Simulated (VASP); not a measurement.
# Al4Co in VASP: further runs

Runs on Al4Co. Level: PBE. Tasks: single point.

All numbers are computed with VASP 6.6.1; they aren't measurements. Logs are shortened: lines on timing, memory, paths and dates and some standing lists are left out, and cuts for length are marked.

## 1. The cell of the first run

The typed cell holds 10 atoms: a = 4.179 Å, b = 4.179 Å, c = 8.928 Å, α = 89.98°, β = 89.99°, γ = 89.94°.

## 2. Single point, PBE

INCAR

```
PREC = Accurate
ENCUT = 520
EDIFF = 1E-6
ISMEAR = 0
SIGMA = 0.2
LREAL = F
LASPH = T
NELM = 80
ALGO = Fast
ISIF = 2
LWAVE = F
LCHARG = T
GGA = PE
LELF = T
LVHAR = T
NBANDS = 32
```

KPOINTS

```
regular mesh
0
Gamma
  6 6 4
```

POSCAR

```
Al4Co
1.0
    4.1794238040      0.0022738863      0.0003593913
    0.0022585461      4.1787660666      0.0005510457
    0.0011601950      0.0013297366      8.9278461887
Al Co
8 2
Direct
    1.0000365528     -0.0000477173      0.0000030339
    0.5000567992      0.5000355888      0.0000032072
   -0.0000621483      0.4998575332      0.4852620591
    0.5000381057      0.0001516636      0.5147360381
    0.0001468436      0.0000883673      0.2949839683
    0.5000425258      0.5004567283      0.2949784414
    0.4998070628      0.4999217165      0.7050122728
   -0.0000521137     -0.0004747538      0.7050276378
    1.0000528463      0.5000881671      0.1753231424
    0.4999335257     -0.0000772938      0.8246701990
```

Potentials or basis: VASP PAW PBE potentials, release 64 (Al, Co).

Run with:

```console
$ cat potpaw_PBE.64/Al/POTCAR potpaw_PBE.64/Co/POTCAR > POTCAR
$ mpirun -np 1 vasp_std > vasp.out
```

OUTCAR:

```text
PREC = Accurate
   ENCUT = 520
   EDIFF = 1E-6
   ISMEAR = 0
   LREAL = F
   LASPH = T
   NELM = 80
   ISIF = 2
   GGA = PE

 ion  position               nearest neighbor table
   1  0.000  1.000  0.000-   9 2.61  10 2.61   9 2.61  10 2.61   8 2.63   5 2.63   2 2.95   2 2.95
                             2 2.96   2 2.96
   2  0.500  0.500  0.000-  10 2.61   9 2.61   9 2.61  10 2.61   6 2.63   7 2.63   1 2.95   1 2.95
                             1 2.96   1 2.96
   3  1.000  0.500  0.485-   5 2.69   6 2.69   6 2.69   5 2.69   9 2.77   8 2.87   7 2.87   7 2.87
                             8 2.87   4 2.96   4 2.97   4 2.97   4 2.97
   4  0.500  0.000  0.515-   7 2.69   8 2.69   8 2.69   7 2.69  10 2.77   6 2.87   5 2.87   5 2.87
                             6 2.87   3 2.96   3 2.97   3 2.97   3 2.97
   5  0.000  0.000  0.295-   9 2.35   9 2.35   1 2.63   3 2.69   3 2.69   4 2.87   4 2.87   6 2.95
                             6 2.95   6 2.96   6 2.96
   6  0.500  0.500  0.295-   9 2.35   9 2.35   2 2.63   3 2.69   3 2.69   4 2.87   4 2.87   5 2.95
                             5 2.95   5 2.96   5 2.96
   7  0.500  0.500  0.705-  10 2.35  10 2.35   2 2.63   4 2.69   4 2.69   3 2.87   3 2.87   8 2.95
                             8 2.96   8 2.96   8 2.96
   8  1.000  1.000  0.705-  10 2.35  10 2.35   1 2.63   4 2.69   4 2.69   3 2.87   3 2.87   7 2.95
                             7 2.96   7 2.96   7 2.96
   9  0.000  0.500  0.175-   5 2.35   6 2.35   5 2.35   6 2.35   1 2.61   2 2.61   2 2.61   1 2.61
                             3 2.77
  10  0.500  1.000  0.825-   7 2.35   8 2.35   7 2.35   8 2.35   2 2.61   1 2.61   2 2.61   1 2.61
                             4 2.77

  LATTYP: Found a triclinic cell.
 ALAT       =     4.1787667133
 B/A-ratio  =     1.0001573969
 C/A-ratio  =     2.1364787689
 COS(alpha) =     0.0002160240
 COS(beta)  =     0.0002808808
 COS(gamma) =     0.0010845595

  Lattice vectors:

 A1 = (  -0.0022585461,  -4.1787660666,  -0.0005510457)
 A2 = (  -4.1794238040,  -0.0022738863,  -0.0003593913)
 A3 = (  -0.0011601950,  -0.0013297366,  -8.9278461887)

Analysis of symmetry for initial positions (statically):
=====================================================================
 Subroutine PRICEL returns:
 Original cell was already a primitive cell.

 Routine SETGRP: Setting up the symmetry group for a
 triclinic supercell.

 Subroutine GETGRP returns: Found  1 space group operations
 (whereof  1 operations were pure point group operations)
 out of a pool of  2 trial point group operations.

The static configuration has the point symmetry C_1 .

Analysis of symmetry for dynamics (positions and initial velocities):
=====================================================================
 Subroutine PRICEL returns:
 Original cell was already a primitive cell.

 Routine SETGRP: Setting up the symmetry group for a
 triclinic supercell.

 Subroutine GETGRP returns: Found  1 space group operations
 (whereof  1 operations were pure point group operations)
 out of a pool of  2 trial point group operations.

The dynamic configuration has the point symmetry C_1 .

 Subroutine INISYM returns: Found  1 space group operations
 (whereof  1 operations are pure point group operations),
 and found     1 'primitive' translations

----------------------------------------------------------------------------------------

                                     Primitive cell

  volume of cell :     155.9233

  direct lattice vectors                    reciprocal lattice vectors
     4.179423804  0.002273886  0.000359391     0.239267505 -0.000129316 -0.000031074
     0.002258546  4.178766067  0.000551046    -0.000130195  0.239305168 -0.000035626
     0.001160195  0.001329737  8.927846189    -0.000009624 -0.000014765  0.112009102

  length of vectors
     4.179424438  4.178766713  8.927846363     0.239267542  0.239305206  0.112009103

  position of ions in fractional coordinates (direct lattice)
     0.000036553  0.999952283  0.000003034
     0.500056799  0.500035589  0.000003207
     0.999937852  0.499857533  0.485262059
     0.500038106  0.000151664  0.514736038
     0.000146844  0.000088367  0.294983968
     0.500042526  0.500456728  0.294978441
     0.499807063  0.499921716  0.705012273
     0.999947886  0.999525246  0.705027638
     0.000052846  0.500088167  0.175323142
     0.499933526  0.999922706  0.824670199

  ion indices of the primitive-cell ions
   primitive index   ion index
                 1           1
                 2           2
                 3           3
                 4           4
                 5           5
                 6           6
                 7           7
                 8           8
                 9           9
                10          10

----------------------------------------------------------------------------------------

 KPOINTS: regular mesh

Automatic generation of k-mesh.
 Grid dimensions read from file:
 generate k-points for:    6    6    4

 Generating k-lattice:

  Cartesian coordinates                     Fractional coordinates (reciprocal lattice)
     0.039877917 -0.000021553 -0.000005179     0.166666667  0.000000000  0.000000000
    -0.000021699  0.039884195 -0.000005938    -0.000000000  0.166666667 -0.000000000
    -0.000002406 -0.000003691  0.028002275     0.000000000  0.000000000  0.250000000

  Length of vectors
     0.039877924  0.039884201  0.028002276

  Shift w.r.t. Gamma in fractional coordinates (k-lattice)
     0.000000000  0.000000000  0.000000000

 Subroutine IBZKPT returns following result:
 ===========================================

 Found     76 irreducible k-points:

 Following reciprocal coordinates:
            Coordinates               Weight
  0.000000  0.000000  0.000000      1.000000
  0.166667  0.000000 -0.000000      2.000000
  0.333333  0.000000  0.000000      2.000000
  0.500000  0.000000  0.000000      1.000000
 -0.000000  0.166667 -0.000000      2.000000
  0.166667  0.166667  0.000000      2.000000
[... 16 lines left out ...]
  0.333333 -0.000000  0.250000      2.000000
  0.500000  0.000000  0.250000      2.000000
 [... further k-points ...]
   k-points           NKPTS =     76   k-points in BZ     NKDIM =     76   number of bands    NBANDS=     32
   number of dos      NEDOS =    301   number of ions     NIONS =     10
   total plane-waves  NPLWV =  71680
   dimension x,y,z NGX =    32 NGY =   32 NGZ =   70
   dimension x,y,z NGXF=    64 NGYF=   64 NGZF=  140
   ions per type =               8   2
   NGX,Y,Z   is equivalent  to a cutoff of  12.73, 12.73, 13.03 a.u.
   NGXF,Y,Z  is equivalent  to a cutoff of  25.46, 25.46, 26.07 a.u.
 SYSTEM =  unknown system
   PREC   = accura    normal or accurate (medium, high low for compatibility)
   ISTART =      0    job   : 0-new  1-cont  2-samecut
   ICHARG =      2    charge: 1-file 2-atom 10-const
   ISPIN  =      1    spin polarized calculation?
   LNONCOLLINEAR =      F non collinear calculations
   LSORBIT =      F    spin-orbit coupling
   LASPH  =      T    aspherical Exc in radial PAW
   ENCUT  =  520.0 eV  38.22 Ry    6.18 a.u.   7.77  7.77 16.60*2*pi/ulx,y,z
   NELM   =     80;   NELMIN=  2; NELMDL= -5     # of ELM steps
   EDIFF  = 0.1E-05   stopping-criterion for ELM
   LREAL  =      F    real-space projection
   EDIFFG = 0.1E-04   stopping-criterion for IOM
   NSW    =      0    number of steps for IOM
   IBRION =     -1    ionic relax: 0-MD 1-quasi-New 2-CG
   NFREE  =      0    steps in history (QN), initial steepest desc. (CG)
   ISIF   =      2    stress and relaxation
   ISYM   =      2    0-nonsym 1-usesym 2-fastsym
   POTIM  = 0.5000    time-step for ionic-motion
   TEBEG  =    0.0;   TEEND  =   0.0 temperature during run
   PSTRESS=    0.0 pullay stress
   NELECT =      42.0000    total number of electrons
   NUPDOWN=      -1.0000    fix difference up-down
   EMIN   =  10.00;   EMAX   =-10.00  energy-range for DOS
   EFERMI =   0.00;   METHOD = LEGACY
   ISMEAR =     0;   SIGMA  =   0.20  broadening in eV -4-tet -1-fermi 0-gaus
   EFERMI_NEDOS =   21; number of points for ismear=-14 and -15
   IALGO  =     68    algorithm
   IMIX   =      4    mixing-type and parameters
     AMIX     =   0.40;   BMIX     =  1.00
     AMIX_MAG =   1.60;   BMIX_MAG =  1.00
  volume/ion in A,a.u.               =      15.59       105.22
  Fermi-wavevector in a.u.,A,eV,Ry     =   1.057274  1.997958 15.208980  1.117828
  Thomas-Fermi vector in A             =   2.192541
   LORBIT       =      0    0 simple, 1 ext, 2 COOP (PROOUT), +10 PAW based schemes
   GGA     = PE    functional components
   LHFCALC =     F    Hartree Fock is set to
   AEXX    =    0.0000 exact exchange contribution
   IVDW    =     0    specifies the selected vdW correction
   LEPSILON=     F    determine dielectric tensor
   LRPA    =     F    only Hartree local field effects (RPA)
 non-spin polarized calculation
 RMM-DIIS sequential band-by-band and
 Gauss-broadening in eV      SIGMA  =   0.20
  energy-cutoff  :      520.00
  volume of cell :      155.92
 maximum number of plane-waves:      4232
   NGX = 15   NGY = 15   NGZ = 33

 number of electron      41.9999997 magnetization

 Free energy of the ion-electron system (eV)
  ---------------------------------------------------
  ext. energy  EPLUGINS =         0.00000000
  ---------------------------------------------------
  free energy    TOTEN  =       -46.37357835 eV

  energy without entropy =      -46.32007420  energy(sigma->0) =      -46.34682627

 E-fermi :   7.7255     XC(G=0): -10.4788

 val. band max:        7.7019075443   @ k =   0.0000   0.0000   0.0000
 cond. band min:       7.7760581172   @ k =   0.0000   0.0000   0.0000
 fundamental gap:      0.0741505729
 Fermi energy:         7.7254728215

 k-point     1 :       0.0000    0.0000    0.0000
  band No.  band energies     occupation
      1      -3.0429      2.00000
      2      -0.9531      2.00000
      3      -0.5017      2.00000
      4       3.8090      2.00000
      5       3.8583      2.00000
      6       4.4213      2.00000
[... 24 lines left out ...]
     31      12.6598      0.00000
     32      12.6791      0.00000
[... 774 lines left out ...]
      2      -0.9445      2.00000
      3       0.6318      2.00000
      4       0.6328      2.00000
      5       2.2126      2.00000
      6       2.2144      2.00000
[... 24 lines left out ...]
     31      11.6924      0.00000
     32      11.6936      0.00000

 [... further k-points ...]
[... 5 lines left out ...]
  --------------------------------------------------------------------------------------
  -------------------------------------------------------------------------------------
  Total        0.0868366      0.1149908      0.0735264     -0.0507100     -0.0161007     -0.0134448
  in kB        0.8922825      1.1815791      0.7555146     -0.5210663     -0.1654415     -0.1381508
  external PRESSURE =       0.9431254 kB  Pullay stress =       0.0000000 kB

 VOLUME and BASIS-vectors are now :
 -----------------------------------------------------------------------------
  energy-cutoff  :      520.00
  volume of cell :      155.92
      direct lattice vectors                 reciprocal lattice vectors
     4.179423804  0.002273886  0.000359391     0.239267505 -0.000129316 -0.000031074
     0.002258546  4.178766067  0.000551046    -0.000130195  0.239305168 -0.000035626
     0.001160195  0.001329737  8.927846189    -0.000009624 -0.000014765  0.112009102

 POSITION                                       TOTAL-FORCE (eV/Angst)
 -----------------------------------------------------------------------------------
      0.00241      4.17857      0.00058        -0.000959      0.002750     -0.000268
      2.09108      2.09067      0.00048         0.000302     -0.002558     -0.000264
      4.18086      2.09171      4.33298         0.000081      0.000373      0.011953
      2.09047      0.00246      4.59566         0.000082     -0.000424     -0.011818
      0.00096      0.00076      2.63357        -0.000465     -0.001346      0.002299
      2.09136      2.09282      2.63398        -0.000820     -0.001945      0.002136
      2.09085      2.09113      6.29470         0.000617      0.001159     -0.001994
      4.18228      4.17999      6.29529         0.000369      0.002234     -0.002517
      0.00155      2.08998      1.56553         0.000893      0.001444     -0.011157
      2.09265      4.18068      7.36326        -0.000101     -0.001687      0.011630
 -----------------------------------------------------------------------------------
    total drift:                               -0.000002     -0.000000      0.000002

  FREE ENERGIE OF THE ION-ELECTRON SYSTEM (eV)
  ---------------------------------------------------
  free  energy   TOTEN  =       -46.3735783493 eV

  energy  without entropy=      -46.3200741978  energy(sigma->0) =      -46.34682627
```

Run time: 6.8 min. Hardware: 1 thread of AMD EPYC 9R45 (Zen 5), shared host; peak memory 0.41 GiB.

What came out:

```yaml
Free_energy: -46.3736 eV
Pressure: 0.1 GPa
Largest_force: 0.012 eV/Å
Band_gap_on_the_k_mesh: zero (bands 21 and 22 overlap by 2.20 eV)
```

Forces on the atoms (eV/Å):
```
Al  -0.001  0.003  0.000
Al   0.000 -0.003  0.000
Al   0.000  0.000  0.012
Al   0.000  0.000 -0.012
Al   0.000 -0.001  0.002
Al  -0.001 -0.002  0.002
Al   0.001  0.001 -0.002
Al   0.000  0.002 -0.003
Co   0.001  0.001 -0.011
Co   0.000 -0.002  0.012
```

Levels at points of the mesh, in eV from the Fermi level:
```tsv
k point	band 18	band 19	band 20	band 21	band 22	band 23	band 24	band 25
(0.00, 0.00, 0.00)	-1.20	-0.02	0.05	0.06	0.23	0.23	1.30	1.76
(0.50, 0.00, 0.00)	-0.85	-0.27	-0.27	0.05	0.05	1.10	1.10	1.55
(0.00, 0.50, 0.00)	-0.85	-0.27	-0.27	0.05	0.05	1.09	1.09	1.55
(0.50, 0.50, 0.00)	-1.51	-1.36	-1.36	-0.75	-0.75	0.69	0.70	1.84
(0.00, 0.00, 0.50)	-1.04	-0.94	-0.94	1.09	1.34	1.68	1.88	1.88
(0.50, 0.00, 0.50)	-1.02	-0.46	-0.46	0.45	0.45	1.13	1.13	2.54
(0.00, 0.50, 0.50)	-1.02	-0.46	-0.46	0.45	0.45	1.13	1.13	2.54
(0.50, 0.50, 0.50)	-1.51	-1.41	-1.41	-1.12	-1.12	0.38	0.39	0.99
```

Caveat: the run has no spin polarisation, though such a crystal can be magnetic.

(Continued in part 2 of 2.)

The gap in the log of VASP goes by the Fermi energy; the results here count the filled bands.